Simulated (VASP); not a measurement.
# ZnO (I4/mmm) in VASP: single point with PBE

Aim: the single point of ZnO with PBE.

All numbers are computed with VASP 6.6.1; they aren't measurements. Logs are shortened: lines on timing, memory, paths and dates and some standing lists are left out, and cuts for length are marked.

### Step 1. The cell of the first run

It takes space group I4/mmm (No. 139, tetragonal). The conventional cell has a = 2.910 Å, b = 2.910 Å, c = 4.477 Å, α = 90.00°, β = 90.00°, γ = 90.00°. Within 2.7 Å of Zn (site symmetry 4/mmm) lie 6 O at 2.06 to 2.24 Å. O (site symmetry 4/mmm) has 6 Zn at 2.06 to 2.24 Å within 2.7 Å.

### Step 2. Single point, PBE (epitaxial xy strain -3.6%)

The input, INCAR:

```
PREC     = Accurate       # precision mode
ENCUT    = 520            # plane-wave cutoff, eV
EDIFF    = 1E-7           # SCF threshold, eV
ISMEAR   = -1             # smearing method
SIGMA    = 0.02           # smearing width, eV
LREAL    = False          # projectors in reciprocal space
LASPH    = True           # aspherical terms in the spheres
NELM     = 60             # most SCF steps
ALGO     = Normal         # electronic algorithm
ISIF     = 2              # what is computed and relaxed
LWAVE    = False          # write WAVECAR
LCHARG   = True           # write CHGCAR
GGA      = PE             # functional
LELF     = True           # ELF
LVHAR    = True         
NBANDS   = 16             # bands
```

The input, KPOINTS:

```
Automatic mesh
0
Gamma
  10 10 10
```

The input, POSCAR:

```
ZnO
1.0
    0.0000000000      2.0575947932      2.2385035435
    2.0575947932      0.0000000000      2.2385035435
    2.0575947932      2.0575947932      0.0000000000
Zn O
1 1
Direct
    0.0000000000      0.0000000000      0.0000000000
    0.5000000000      0.5000000000      0.5000000000
```

Potentials or basis: VASP PAW PBE potentials, release 64 (Zn, O).

Launch:

```bash
$ cat potpaw_PBE.64/Zn/POTCAR potpaw_PBE.64/O/POTCAR > POTCAR
$ mpirun -np 1 vasp_std > vasp.out
```

OUTCAR:

```text
PREC = Accurate
   ENCUT = 520
   EDIFF = 1E-7
   ISMEAR = -1
   LREAL = False
   LASPH = True
   NELM = 60
   ISIF = 2
   GGA = PE

 ion  position               nearest neighbor table
   1  0.000  0.000  0.000-   2 2.06   2 2.06   2 2.06   2 2.06   2 2.24   2 2.24
   2  0.500  0.500  0.500-   1 2.06   1 2.06   1 2.06   1 2.06   1 2.24   1 2.24

  LATTYP: Found a body centered tetragonal cell.
 ALAT       =     2.9098784624
 C/A-ratio  =     1.5385546664

  Lattice vectors:

 A1 = (  -2.0575947932,   0.0000000000,   2.2385035435)
 A2 = (   2.0575947932,   0.0000000000,   2.2385035435)
 A3 = (   0.0000000000,   2.0575947932,  -2.2385035435)

Analysis of symmetry for initial positions (statically):
=====================================================================
 Subroutine PRICEL returns:
 Original cell was already a primitive cell.

 Routine SETGRP: Setting up the symmetry group for a
 body centered tetragonal supercell.

 Subroutine GETGRP returns: Found 16 space group operations
 (whereof 16 operations were pure point group operations)
 out of a pool of 16 trial point group operations.

The static configuration has the point symmetry D_4h.

Analysis of symmetry for dynamics (positions and initial velocities):
=====================================================================
 Subroutine PRICEL returns:
 Original cell was already a primitive cell.

 Routine SETGRP: Setting up the symmetry group for a
 body centered tetragonal supercell.

 Subroutine GETGRP returns: Found 16 space group operations
 (whereof 16 operations were pure point group operations)
 out of a pool of 16 trial point group operations.

The dynamic configuration has the point symmetry D_4h.

 Subroutine INISYM returns: Found 16 space group operations
 (whereof 16 operations are pure point group operations),
 and found     1 'primitive' translations

----------------------------------------------------------------------------------------

                                     Primitive cell

  volume of cell :      18.9543

  direct lattice vectors                    reciprocal lattice vectors
     0.000000000  2.057594793  2.238503543    -0.243002170  0.243002170  0.223363506
     2.057594793  0.000000000  2.238503543     0.243002170 -0.243002170  0.223363506
     2.057594793  2.057594793  0.000000000     0.243002170  0.243002170 -0.223363506

  length of vectors
     3.040492468  3.040492468  2.909878462     0.409867497  0.409867497  0.409867497

  position of ions in fractional coordinates (direct lattice)
     0.000000000  0.000000000  0.000000000
     0.500000000  0.500000000  0.500000000

  ion indices of the primitive-cell ions
   primitive index   ion index
                 1           1
                 2           2

----------------------------------------------------------------------------------------

 KPOINTS: Automatic mesh

Automatic generation of k-mesh.
 Grid dimensions read from file:
 generate k-points for:   10   10   10

 Generating k-lattice:

  Cartesian coordinates                     Fractional coordinates (reciprocal lattice)
    -0.024300217  0.024300217  0.022336351     0.100000000 -0.000000000  0.000000000
     0.024300217 -0.024300217  0.022336351    -0.000000000  0.100000000  0.000000000
     0.024300217  0.024300217 -0.022336351     0.000000000  0.000000000  0.100000000

  Length of vectors
     0.040986750  0.040986750  0.040986750

  Shift w.r.t. Gamma in fractional coordinates (k-lattice)
     0.000000000  0.000000000  0.000000000

 Subroutine IBZKPT returns following result:
 ===========================================

 Found    102 irreducible k-points:

 Following reciprocal coordinates:
            Coordinates               Weight
  0.000000  0.000000  0.000000      1.000000
  0.100000  0.000000  0.000000      8.000000
  0.200000  0.000000  0.000000      8.000000
  0.300000  0.000000  0.000000      8.000000
  0.400000  0.000000  0.000000      8.000000
  0.500000  0.000000  0.000000      4.000000
[... 16 lines left out ...]
  0.300000  0.300000  0.000000      2.000000
  0.400000  0.300000  0.000000      8.000000
 [... further k-points ...]
   k-points           NKPTS =    102   k-points in BZ     NKDIM =    102   number of bands    NBANDS=     16
   number of dos      NEDOS =    301   number of ions     NIONS =      2
   total plane-waves  NPLWV =  13824
   dimension x,y,z NGX =    24 NGY =   24 NGZ =   24
   dimension x,y,z NGXF=    48 NGYF=   48 NGZF=   48
   ions per type =               1   1
   NGX,Y,Z   is equivalent  to a cutoff of  13.12, 13.12, 13.71 a.u.
   NGXF,Y,Z  is equivalent  to a cutoff of  26.25, 26.25, 27.42 a.u.
 SYSTEM =  unknown system
   PREC   = accura    normal or accurate (medium, high low for compatibility)
   ISTART =      0    job   : 0-new  1-cont  2-samecut
   ICHARG =      2    charge: 1-file 2-atom 10-const
   ISPIN  =      1    spin polarized calculation?
   LNONCOLLINEAR =      F non collinear calculations
   LSORBIT =      F    spin-orbit coupling
   LASPH  =      T    aspherical Exc in radial PAW
   ENCUT  =  520.0 eV  38.22 Ry    6.18 a.u.   5.65  5.65  5.41*2*pi/ulx,y,z
   NELM   =     60;   NELMIN=  2; NELMDL= -5     # of ELM steps
   EDIFF  = 0.1E-06   stopping-criterion for ELM
   LREAL  =      F    real-space projection
   EDIFFG = 0.1E-05   stopping-criterion for IOM
   NSW    =      0    number of steps for IOM
   IBRION =     -1    ionic relax: 0-MD 1-quasi-New 2-CG
   NFREE  =      0    steps in history (QN), initial steepest desc. (CG)
   ISIF   =      2    stress and relaxation
   ISYM   =      2    0-nonsym 1-usesym 2-fastsym
   POTIM  = 0.5000    time-step for ionic-motion
   TEBEG  =    0.0;   TEEND  =   0.0 temperature during run
   PSTRESS=    0.0 pullay stress
   NELECT =      18.0000    total number of electrons
   NUPDOWN=      -1.0000    fix difference up-down
   EMIN   =  10.00;   EMAX   =-10.00  energy-range for DOS
   EFERMI =   0.00;   METHOD = LEGACY
   ISMEAR =    -1;   SIGMA  =   0.02  broadening in eV -4-tet -1-fermi 0-gaus
   EFERMI_NEDOS =   21; number of points for ismear=-14 and -15
   IALGO  =     38    algorithm
   IMIX   =      4    mixing-type and parameters
     AMIX     =   0.40;   BMIX     =  1.00
     AMIX_MAG =   1.60;   BMIX_MAG =  1.00
  volume/ion in A,a.u.               =       9.48        63.95
  Fermi-wavevector in a.u.,A,eV,Ry     =   1.609150  3.040852 35.230428  2.589363
  Thomas-Fermi vector in A             =   2.704906
   LORBIT       =      0    0 simple, 1 ext, 2 COOP (PROOUT), +10 PAW based schemes
   GGA     = PE    functional components
   LHFCALC =     F    Hartree Fock is set to
   AEXX    =    0.0000 exact exchange contribution
   IVDW    =     0    specifies the selected vdW correction
   LEPSILON=     F    determine dielectric tensor
   LRPA    =     F    only Hartree local field effects (RPA)
 non-spin polarized calculation
  energy-cutoff  :      520.00
  volume of cell :       18.95
 maximum number of plane-waves:       527
   NGX = 11   NGY = 11   NGZ = 11

 number of electron      17.9999996 magnetization

 Free energy of the ion-electron system (eV)
  ---------------------------------------------------
  ext. energy  EPLUGINS =         0.00000000
  ---------------------------------------------------
  free energy    TOTEN  =        -8.52571710 eV

  energy without entropy =       -8.52571710  energy(sigma->0) =       -8.52571710

 E-fermi :   3.8425     XC(G=0): -12.4740

 val. band max:        3.3817186275   @ k =   0.5000   0.0000   0.0000
 cond. band min:       4.2000595123   @ k =   0.0000   0.0000   0.0000
 fundamental gap:      0.8183408847
 Fermi energy:         3.8424726011

 k-point     1 :       0.0000    0.0000    0.0000
  band No.  band energies     occupation
      1     -15.8683      2.00000
      2      -1.9339      2.00000
      3      -1.7902      2.00000
      4      -1.7902      2.00000
      5      -1.7231      2.00000
      6      -1.5213      2.00000
[... 8 lines left out ...]
     15      21.6117      0.00000
     16      24.0416      0.00000

 k-point     2 :       0.1000    0.0000    0.0000
  band No.  band energies     occupation
      1     -15.7502      2.00000
      2      -1.9872      2.00000
      3      -1.8899      2.00000
      4      -1.8019      2.00000
      5      -1.7547      2.00000
      6      -1.6761      2.00000
[... 8 lines left out ...]
     15      23.3025      0.00000
     16      23.6666      0.00000

 k-point     3 :       0.2000    0.0000    0.0000
  band No.  band energies     occupation
      1     -15.4230      2.00000
      2      -2.4278      2.00000
      3      -2.2111      2.00000
      4      -2.1667      2.00000
      5      -1.6636      2.00000
      6      -1.6494      2.00000
[... 8 lines left out ...]
     15      23.9828      0.00000
     16      24.0189      0.00000

 k-point     4 :       0.3000    0.0000    0.0000
  band No.  band energies     occupation
      1     -14.9744      2.00000
      2      -3.3961      2.00000
      3      -2.5770      2.00000
      4      -2.5495      2.00000
      5      -1.5467      2.00000
      6      -1.5125      2.00000
[... 8 lines left out ...]
     15      25.3147      0.00000
     16      25.3563      0.00000
[... 324 lines left out ...]
 k-point    22 :      -0.2000    0.2000    0.0000
  band No.  band energies     occupation
      1     -14.7911      2.00000
      2      -3.6511      2.00000
      3      -2.7719      2.00000
      4      -2.4305      2.00000
      5      -1.5865      2.00000
      6      -1.4266      2.00000
[... 8 lines left out ...]
     15      24.7183      0.00000
     16      26.9942      0.00000

 k-point    23 :       0.3000    0.3000    0.0000
  band No.  band energies     occupation
      1     -14.9671      2.00000
      2      -3.0682      2.00000
      3      -2.1793      2.00000
      4      -1.5854      2.00000
      5      -1.5854      2.00000
      6      -1.4235      2.00000
[... 8 lines left out ...]
     15      31.5358      0.00000
     16      32.1037      0.00000

 k-point    24 :       0.4000    0.3000    0.0000
  band No.  band energies     occupation
      1     -14.7196      2.00000
      2      -3.1488      2.00000
      3      -2.3102      2.00000
      4      -1.7682      2.00000
      5      -1.5100      2.00000
      6      -1.3632      2.00000
[... 8 lines left out ...]
     15      31.2308      0.00000
     16      31.9816      0.00000

 [... further k-points ...]
[... 5 lines left out ...]
  --------------------------------------------------------------------------------------
  -------------------------------------------------------------------------------------
  Total        2.5101664      2.5101664      0.9629757      0.0000000      0.0000000      0.0000000
  in kB      212.1805653    212.1805653     81.3988821      0.0000000      0.0000000      0.0000000
  external PRESSURE =     168.5866709 kB  Pullay stress =       0.0000000 kB

 VOLUME and BASIS-vectors are now :
 -----------------------------------------------------------------------------
  energy-cutoff  :      520.00
  volume of cell :       18.95
      direct lattice vectors                 reciprocal lattice vectors
     0.000000000  2.057594793  2.238503543    -0.243002170  0.243002170  0.223363506
     2.057594793  0.000000000  2.238503543     0.243002170 -0.243002170  0.223363506
     2.057594793  2.057594793  0.000000000     0.243002170  0.243002170 -0.223363506

 POSITION                                       TOTAL-FORCE (eV/Angst)
 -----------------------------------------------------------------------------------
      0.00000      0.00000      0.00000        -0.000000     -0.000000     -0.000000
      2.05759      2.05759      2.23850         0.000000      0.000000      0.000000
 -----------------------------------------------------------------------------------
    total drift:                                0.000000     -0.000000     -0.000000

  FREE ENERGIE OF THE ION-ELECTRON SYSTEM (eV)
  ---------------------------------------------------
  free  energy   TOTEN  =        -8.5257170955 eV

  energy  without entropy=       -8.5257170955  energy(sigma->0) =       -8.52571710
```

Run time: 18 s. Hardware: 1 thread of Intel Xeon Platinum 8488C (Sapphire Rapids), shared host; peak memory 0.16 GiB.

Results:

```
Free energy            : -8.5257 eV
Pressure               : 16.9 GPa
Band gap on the k mesh : 0.82 eV, indirect (least direct gap 2.39 eV)
```

Stress tensor (GPa, compression positive):
```
21.22  0.00  0.00
 0.00 21.22  0.00
 0.00  0.00  8.14
```

Levels at points of the mesh, in eV from the valence-band top:
```csv
k point,band 7,band 8,band 9,band 10,band 11,band 12
"(0.00, 0.00, 0.00)",-1.94,-1.94,-1.57,0.82,17.69,17.73
"(0.50, 0.00, 0.00)",-3.90,-0.55,0.00,5.14,9.15,11.98
"(0.50, 0.50, 0.00)",-4.40,-3.10,-3.10,4.25,9.82,11.80
"(0.50, 0.00, 0.50)",-4.17,-3.80,-2.98,4.12,10.75,10.98
```

Caveat: the cell differs from its parent crystal (epitaxial xy strain -3.6%). A k mesh can miss the band edges.
